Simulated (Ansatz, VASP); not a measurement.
**Si: VASP beside Ansatz**

```
Si
1.0
     2.62054    0.00000    0.00000
    -1.31027    2.26946    0.00000
     0.00000    0.00000    2.51568
Si
1
Direct
  0.00000 0.00000 0.00000
```

Change from the starting cell: strain +0.0200 x Voigt [0, 0, 1, 0, 0, 0], atoms carried along.

Alike in both runs: task single point; functional LDA; k mesh 24 × 24 × 20; occupations gaussian, width 0.15 eV; no spin polarisation.

|  | VASP | Ansatz |
| --- | --- | --- |
| version | VASP 6.6.1 | Ansatz 0.2.0 |
| potentials or method | VASP PAW LDA potentials, release 64 (Si), cutoff 520 eV | scalar-relativistic, plane waves, PAW |
| valence electrons in the cell | 4 | 4 |

|  | VASP | Ansatz | Ansatz less VASP |
| --- | --- | --- | --- |
| gap on the k mesh at the Fermi level (eV) | none | none | - |
| pressure (GPa) | -3.0 | -3.1 | -0.07 |
| traceless stress, the component that is largest in VASP (GPa) | -3.74 | -3.72 | +0.020 |

LDA's correlation is that of Perdew and Zunger in VASP and of Perdew and Wang (1992) in Ansatz. A gap of «none» marks a metal or a gap that the smearing closes.
